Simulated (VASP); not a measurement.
# WC (P1) in VASP: a series of runs, part 2 of 2

VASP 6.6.1.

## (4) Single point, PBEsol (atom 1 (W) moved by (+0.300, -0.150) A along [1 1 0] and z)

File INCAR:

```
PREC     = Accurate       # precision mode
ENCUT    = 520            # plane-wave cutoff, eV
EDIFF    = 1E-6           # SCF threshold, eV
ISMEAR   = 1              # smearing method
SIGMA    = 0.2            # smearing width, eV
LREAL    = False          # projectors in reciprocal space
LASPH    = True           # aspherical terms in the spheres
NELM     = 60             # most SCF steps
ALGO     = Normal         # electronic algorithm
ISIF     = 2              # what is computed and relaxed
LWAVE    = False          # write WAVECAR
LCHARG   = False          # write CHGCAR
GGA      = PS             # functional
NBANDS   = 16             # bands
```

File KPOINTS:

```
regular mesh
0
Gamma
  18 18 16
```

File POSCAR:

```
WC
1.0
    2.9005014360      0.0000000000      0.0000000000
   -1.4502507180      2.5119079273      0.0000000000
    0.0000000000      0.0000000000      2.8290000000
W C
1 1
Direct
    0.1153616121      0.0844505613     -0.0530222694
    0.6666666667      0.3333333333      0.5000000000
```

Potentials or basis: VASP PAW PBE potentials, release 64 (W_sv, C).

Started as:

```console
cat potpaw_PBE.64/W_sv/POTCAR potpaw_PBE.64/C/POTCAR > POTCAR
mpirun -np 1 vasp_std > vasp.out
```

OUTCAR:

```text
PREC = Accurate
   ENCUT = 520
   EDIFF = 1E-6
   ISMEAR = 1
   LREAL = False
   LASPH = True
   NELM = 60
   ISIF = 2
   GGA = PS

 ion  position               nearest neighbor table
   1  0.115  0.084  0.947-   2 1.88   2 2.09   2 2.18   2 2.28   2 2.37   2 2.46
   2  0.667  0.333  0.500-   1 1.88   1 2.09   1 2.18   1 2.28   1 2.37   1 2.46

  LATTYP: Found a hexagonal cell.
 ALAT       =     2.9005014360
 C/A-ratio  =     0.9753485949

  Lattice vectors:

 A1 = (   2.9005014360,   0.0000000000,   0.0000000000)
 A2 = (  -1.4502507180,   2.5119079273,   0.0000000000)
 A3 = (   0.0000000000,   0.0000000000,   2.8290000000)

Analysis of symmetry for initial positions (statically):
=====================================================================
 Subroutine PRICEL returns:
 Original cell was already a primitive cell.

 Routine SETGRP: Setting up the symmetry group for a
 hexagonal supercell.

 Subroutine GETGRP returns: Found  1 space group operations
 (whereof  1 operations were pure point group operations)
 out of a pool of 24 trial point group operations.

The static configuration has the point symmetry C_1 .

Analysis of symmetry for dynamics (positions and initial velocities):
=====================================================================
 Subroutine PRICEL returns:
 Original cell was already a primitive cell.

 Routine SETGRP: Setting up the symmetry group for a
 hexagonal supercell.

 Subroutine GETGRP returns: Found  1 space group operations
 (whereof  1 operations were pure point group operations)
 out of a pool of 24 trial point group operations.

The dynamic configuration has the point symmetry C_1 .

 Subroutine INISYM returns: Found  1 space group operations
 (whereof  1 operations are pure point group operations),
 and found     1 'primitive' translations

----------------------------------------------------------------------------------------

                                     Primitive cell

  volume of cell :      20.6115

  direct lattice vectors                    reciprocal lattice vectors
     2.900501436  0.000000000  0.000000000     0.344767973  0.199051882  0.000000000
    -1.450250718  2.511907927  0.000000000     0.000000000  0.398103764  0.000000000
     0.000000000  0.000000000  2.829000000     0.000000000  0.000000000  0.353481796

  length of vectors
     2.900501436  2.900501436  2.829000000     0.398103764  0.398103764  0.353481796

  position of ions in fractional coordinates (direct lattice)
     0.115361612  0.084450561  0.946977731
     0.666666667  0.333333333  0.500000000

  ion indices of the primitive-cell ions
   primitive index   ion index
                 1           1
                 2           2

----------------------------------------------------------------------------------------

 KPOINTS: regular mesh

Automatic generation of k-mesh.
 Grid dimensions read from file:
 generate k-points for:   18   18   16

 Generating k-lattice:

  Cartesian coordinates                     Fractional coordinates (reciprocal lattice)
     0.019153776  0.011058438  0.000000000     0.055555556  0.000000000  0.000000000
     0.000000000  0.022116876  0.000000000     0.000000000  0.055555556  0.000000000
     0.000000000  0.000000000  0.022092612     0.000000000  0.000000000  0.062500000

  Length of vectors
     0.022116876  0.022116876  0.022092612

  Shift w.r.t. Gamma in fractional coordinates (k-lattice)
     0.000000000  0.000000000  0.000000000

 Subroutine IBZKPT returns following result:
 ===========================================

 Found   2596 irreducible k-points:

 Following reciprocal coordinates:
            Coordinates               Weight
  0.000000  0.000000  0.000000      1.000000
  0.055556  0.000000  0.000000      2.000000
  0.000000  0.055556  0.000000      2.000000
 -0.055556  0.055556  0.000000      2.000000
  0.111111  0.000000  0.000000      2.000000
  0.000000  0.111111  0.000000      2.000000
[... 16 lines left out ...]
  0.444444 -0.000000  0.000000      2.000000
  0.000000  0.444444  0.000000      2.000000
 [... further k-points ...]
   k-points           NKPTS =   2596   k-points in BZ     NKDIM =   2596   number of bands    NBANDS=     16
   number of dos      NEDOS =    301   number of ions     NIONS =      2
   total plane-waves  NPLWV =  13824
   dimension x,y,z NGX =    24 NGY =   24 NGZ =   24
   dimension x,y,z NGXF=    48 NGYF=   48 NGZF=   48
   ions per type =               1   1
   NGX,Y,Z   is equivalent  to a cutoff of  13.76, 13.76, 14.10 a.u.
   NGXF,Y,Z  is equivalent  to a cutoff of  27.51, 27.51, 28.21 a.u.
 SYSTEM =  unknown system
   PREC   = accura    normal or accurate (medium, high low for compatibility)
   ISTART =      0    job   : 0-new  1-cont  2-samecut
   ICHARG =      2    charge: 1-file 2-atom 10-const
   ISPIN  =      1    spin polarized calculation?
   LNONCOLLINEAR =      F non collinear calculations
   LSORBIT =      F    spin-orbit coupling
   LASPH  =      T    aspherical Exc in radial PAW
   ENCUT  =  520.0 eV  38.22 Ry    6.18 a.u.   5.39  5.39  5.26*2*pi/ulx,y,z
   NELM   =     60;   NELMIN=  2; NELMDL= -5     # of ELM steps
   EDIFF  = 0.1E-05   stopping-criterion for ELM
   LREAL  =      F    real-space projection
   EDIFFG = 0.1E-04   stopping-criterion for IOM
   NSW    =      0    number of steps for IOM
   IBRION =     -1    ionic relax: 0-MD 1-quasi-New 2-CG
   NFREE  =      0    steps in history (QN), initial steepest desc. (CG)
   ISIF   =      2    stress and relaxation
   ISYM   =      2    0-nonsym 1-usesym 2-fastsym
   POTIM  = 0.5000    time-step for ionic-motion
   TEBEG  =    0.0;   TEEND  =   0.0 temperature during run
   PSTRESS=    0.0 pullay stress
   NELECT =      18.0000    total number of electrons
   NUPDOWN=      -1.0000    fix difference up-down
   EMIN   =  10.00;   EMAX   =-10.00  energy-range for DOS
   EFERMI =   0.00;   METHOD = LEGACY
   ISMEAR =     1;   SIGMA  =   0.20  broadening in eV -4-tet -1-fermi 0-gaus
   EFERMI_NEDOS =   21; number of points for ismear=-14 and -15
   IALGO  =     38    algorithm
   IMIX   =      4    mixing-type and parameters
     AMIX     =   0.40;   BMIX     =  1.00
     AMIX_MAG =   1.60;   BMIX_MAG =  1.00
  volume/ion in A,a.u.               =      10.31        69.55
  Fermi-wavevector in a.u.,A,eV,Ry     =   1.564813  2.957068 33.315762  2.448639
  Thomas-Fermi vector in A             =   2.667381
   LORBIT       =      0    0 simple, 1 ext, 2 COOP (PROOUT), +10 PAW based schemes
   GGA     = PS    functional components
   LHFCALC =     F    Hartree Fock is set to
   AEXX    =    0.0000 exact exchange contribution
   IVDW    =     0    specifies the selected vdW correction
   LEPSILON=     F    determine dielectric tensor
   LRPA    =     F    only Hartree local field effects (RPA)
 non-spin polarized calculation
 Methfessel and Paxton  Order N= 1 SIGMA  =   0.20
  energy-cutoff  :      520.00
  volume of cell :       20.61
 maximum number of plane-waves:       580
 NGX is ok and might be reduce to    24
   NGX = 11   NGY = 11   NGZ = 11

 number of electron      18.0000000 magnetization

 Free energy of the ion-electron system (eV)
  ---------------------------------------------------
  ext. energy  EPLUGINS =         0.00000000
  ---------------------------------------------------
  free energy    TOTEN  =       -22.90571358 eV

  energy without entropy =      -22.90581306  energy(sigma->0) =      -22.90574674

 E-fermi :  11.2688     XC(G=0): -13.9223

 val. band max:       11.2646521243   @ k =   0.0000   0.0556   0.4375
 cond. band min:      11.2707051081   @ k =   0.1667   0.0000   0.5000
 fundamental gap:      0.0060529838
 Fermi energy:        11.2688382330

 k-point     1 :       0.0000    0.0000    0.0000
  band No.  band energies     occupation
      1     -62.7674      2.00000
      2     -26.8682      2.00000
      3     -26.6928      2.00000
      4     -26.6743      2.00000
      5      -3.4465      2.00000
      6       5.9087      2.00000
[... 8 lines left out ...]
     15      24.6510      0.00000
     16      26.3463      0.00000
[... 419 lines left out ...]
 k-point    24 :       0.0000    0.4444    0.0000
  band No.  band energies     occupation
      1     -62.7086      2.00000
      2     -27.4862      2.00000
      3     -26.9123      2.00000
      4     -26.7258      2.00000
      5      -0.6985      2.00000
      6       4.5276      2.00000
[... 8 lines left out ...]
     15      23.6448      0.00000
     16      26.8363      0.00000

 [... further k-points ...]
[... 5 lines left out ...]
  --------------------------------------------------------------------------------------
  -------------------------------------------------------------------------------------
  Total        3.5857309      0.4766205      4.4794720      1.6571930     -1.6501417     -2.5954199
  in kB      278.7266727     37.0487510    348.1991152    128.8172165   -128.2691108   -201.7476383
  external PRESSURE =     221.3248463 kB  Pullay stress =       0.0000000 kB

 VOLUME and BASIS-vectors are now :
 -----------------------------------------------------------------------------
  energy-cutoff  :      520.00
  volume of cell :       20.61
      direct lattice vectors                 reciprocal lattice vectors
     2.900501436  0.000000000  0.000000000     0.344767973  0.199051882  0.000000000
    -1.450250718  2.511907927  0.000000000     0.000000000  0.398103764  0.000000000
     0.000000000  0.000000000  2.829000000     0.000000000  0.000000000  0.353481796

 POSITION                                       TOTAL-FORCE (eV/Angst)
 -----------------------------------------------------------------------------------
      0.21213      0.21213      2.67900        -4.548973     -3.350820      3.105832
      1.45025      0.83730      1.41450         4.548973      3.350820     -3.105832
 -----------------------------------------------------------------------------------
    total drift:                                0.000267      0.000070     -0.000483

  FREE ENERGIE OF THE ION-ELECTRON SYSTEM (eV)
  ---------------------------------------------------
  free  energy   TOTEN  =       -22.9057135771 eV

  energy  without entropy=      -22.9058130641  energy(sigma->0) =      -22.90574674
```

It took 11 min on 1 thread of Intel Xeon 8259CL, shared host; peak memory 0.89 GiB.

Results:

```
Free energy            : -22.9057 eV
Pressure               : 22.1 GPa
Largest force          : 6.447 eV/Å
Band gap on the k mesh : zero (bands 9 and 10 overlap by 1.13 eV)
```

Forces on the atoms (eV/Å):
```
W   -4.549 -3.351  3.106
C    4.549  3.351 -3.106
```

Levels at points of the mesh, in eV from the Fermi level:
```csv
k point,band 7,band 8,band 9,band 10,band 11,band 12
"(0.00, 0.00, 0.00)",-3.97,-2.99,-0.29,2.41,3.28,4.25
"(0.50, 0.00, 0.00)",-4.78,-4.00,-0.53,2.56,3.91,4.69
"(0.00, 0.50, 0.00)",-4.88,-3.32,-0.20,2.03,4.51,5.20
"(0.50, 0.50, 0.00)",-5.11,-3.94,0.43,2.17,4.32,5.16
"(0.00, 0.00, 0.50)",-3.90,-1.55,-0.91,0.04,1.95,3.79
"(0.50, 0.00, 0.50)",-4.14,-3.59,-0.74,4.30,5.14,6.34
"(0.00, 0.50, 0.50)",-5.47,-4.53,0.82,4.11,4.98,5.68
"(0.50, 0.50, 0.50)",-4.99,-3.85,0.11,3.88,4.79,5.13
```

Caveat: the cell differs from its parent crystal (atom 1 (W) moved by (+0.300, -0.150) A along [1 1 0] and z); the cell stands under pressure; the PAW data sets were made with another functional, which shifts forces and pressure a little; spin-orbit coupling is left out, which moves the levels of the heavy elements.

## (5) Single point, PBEsol (atom 1 (W) moved by (-0.150, -0.150) A along [1 1 0] and z)

File INCAR:

```
SYSTEM = WC
PREC = Accurate ; ENCUT = 520
EDIFF = 1E-6 ; ISMEAR = 1
SIGMA = 0.2 ; LREAL = .FALSE.
LASPH = .TRUE. ; NELM = 60
ALGO = Normal ; ISIF = 2
LWAVE = .FALSE. ; LCHARG = .TRUE.
GGA = PS ; LELF = .TRUE.
LVHAR = .TRUE. ; NBANDS = 16
```

File KPOINTS:

```
regular mesh
0
G
  18 18 16
  0 0 0
```

Changes to POSCAR since step 4:

```diff
@@ -8,3 +8,3 @@
 Direct
-    0.1153616121      0.0844505613     -0.0530222694
+   -0.0576808060     -0.0422252806     -0.0530222694
     0.6666666667      0.3333333333      0.5000000000
```

Started as:

```console
cat potpaw_PBE.64/W_sv/POTCAR potpaw_PBE.64/C/POTCAR > POTCAR
mpirun -np 1 vasp_std > vasp.out
```

Run time: 8.6 min. Hardware: 1 thread of Intel Xeon 8259CL, shared host; peak memory 0.89 GiB.

Results (log left out):

```yaml
Free_energy: -23.5530 eV
Pressure: 9.2 GPa
Largest_force: 3.349 eV/Å
Band_gap_on_the_k_mesh: zero (bands 9 and 10 overlap by 1.26 eV)
```

Forces in eV/Å, atoms in the order of the input:
```
W    1.497  1.798  2.397
C   -1.497 -1.798 -2.397
```

Stress tensor (GPa, compression positive):
```
 1.48 -5.62  4.55
-5.62 13.26  6.41
 4.55  6.41 12.73
```

Levels at points of the mesh, in eV from the Fermi level:
```tsv
k point	band 7	band 8	band 9	band 10	band 11	band 12
(0.00, 0.00, 0.00)	-3.67	-3.34	0.38	2.72	3.37	5.06
(0.50, 0.00, 0.00)	-4.03	-2.85	-0.97	2.49	4.69	5.07
(0.00, 0.50, 0.00)	-4.17	-3.69	-0.41	2.63	4.25	4.79
(0.50, 0.50, 0.00)	-4.22	-3.64	-0.29	2.56	4.33	4.91
(0.00, 0.00, 0.50)	-3.20	-1.70	-0.57	-0.36	3.24	3.95
(0.50, 0.00, 0.50)	-4.89	-4.61	0.82	4.34	5.27	6.42
(0.00, 0.50, 0.50)	-4.21	-3.79	-0.14	4.37	5.32	6.20
(0.50, 0.50, 0.50)	-4.39	-3.87	0.04	4.32	5.31	5.91
```

Caveat: the cell differs from its parent crystal (atom 1 (W) moved by (-0.150, -0.150) A along [1 1 0] and z); the cell stands under pressure; the PAW data sets were made with another functional, which shifts forces and pressure a little; spin-orbit coupling is left out, which moves the levels of the heavy elements.

## (6) The runs side by side

```tsv
cell	gap on the mesh (eV)	pressure (GPa)	largest force (eV/Å)
as given, atomic positions A	none	24.7	5.88
as given, atomic positions B	none	25.3	6.26
as given, atomic positions C	none	22.1	6.45
as given, atomic positions D	none	9.2	3.35
```

Alike in all rows: task single point; level PBEsol; potentials or basis VASP PAW PBE potentials, release 64 (W_sv, C); no spin polarisation; k mesh 18 × 18 × 16; cutoff (eV) 520; smearing methfessel-paxton 0.2 eV.

Caveats: the cell stands under pressure; the PAW data sets were made with another functional, which shifts forces and pressure a little; spin-orbit coupling is left out, which moves the levels of the heavy elements.

Total energies depend on the potentials used, so only differences within one code and one set of settings carry meaning.
